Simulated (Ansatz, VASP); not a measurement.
**SiO2 in VASP and in Ansatz**

File INCAR:

```
SYSTEM = SiO2
  ALGO = Normal
  EDIFF = 1E-7
  ENCUT = 520
  ISIF = 2
  ISMEAR = 0
  LASPH = .TRUE.
  LCHARG = .FALSE.
  LREAL = .FALSE.
  LWAVE = .FALSE.
  NBANDS = 25
  NELM = 60
  PREC = Accurate
  SIGMA = 0.05
```

File KPOINTS:

```
k-points
0
G
  6 6 10
  0 0 0
```

POSCAR

```
SiO2
1.0
    4.2153019198      0.0000000000      0.0000000000
    0.0000000000      4.2153019198      0.0000000000
    0.0000000000      0.0000000000      2.4204263623
Si O
2 4
Direct
    0.5000000000      0.5000000000      0.5000000000
    0.0000000000      0.0000000000      0.0000000000
    0.6944252994      0.6944252994      0.0000000000
    0.1944252994      0.8055747006      0.5000000000
    0.3055747006      0.3055747006      0.0000000000
    0.8055747006      0.1944252994      0.5000000000
```

Input for Ansatz:

```yaml
crystal:
  lattice:
    - [4.2153019198, 0.0, 0.0]
    - [0.0, 4.2153019198, 0.0]
    - [0.0, 0.0, 2.4204263623]
  atoms:
    - { symbol: Si, position: [0.5, 0.5, 0.5] }
    - { symbol: Si, position: [0.0, 0.0, 0.0] }
    - { symbol: O, position: [0.6944252994, 0.6944252994, 0.0] }
    - { symbol: O, position: [0.1944252994, 0.8055747006, 0.5] }
    - { symbol: O, position: [0.3055747006, 0.3055747006, 0.0] }
    - { symbol: O, position: [0.8055747006, 0.1944252994, 0.5] }
basis:
  ecutwfc: 520.0
kpoints:
  mp_grid: { grid: [6, 6, 10] }
hamiltonian:
  xc: lda
  pseudopotentials: { kind: paw, azcp: { folder: soft_1 } }
scf:
  occupations: { method: gaussian, width: 0.05 }
output:
  forces: true
  stress: true
  eigenvalues: true
```

Alike in both runs: task single point; functional LDA; k mesh 6 × 6 × 10; occupations gaussian, width 0.05 eV; no spin polarisation.

```csv
,VASP,Ansatz
version,VASP 6.6.1,Ansatz 0.2.0
potentials or method,"VASP PAW LDA potentials, release 64 (Si, O), cutoff 520 eV","scalar-relativistic, plane waves, PAW"
valence electrons in the cell,32,32
```

|  | VASP | Ansatz | Ansatz less VASP |
| --- | --- | --- | --- |
| gap on the k mesh at the Fermi level (eV) | 7.15 | 7.16 | +0.012 |
| least direct gap on the mesh (eV) | 7.15 | 7.16 | +0.012 |
| rms of the force components (eV/Å) | 0.093 | 0.049 | -0.0440 |

Ansatz warns that its potentials were made for another functional, while VASP's fit it. LDA's correlation is that of Perdew and Zunger in VASP and of Perdew and Wang (1992) in Ansatz. Atom by atom the forces differ by 0.044 eV/Å (rms over components).
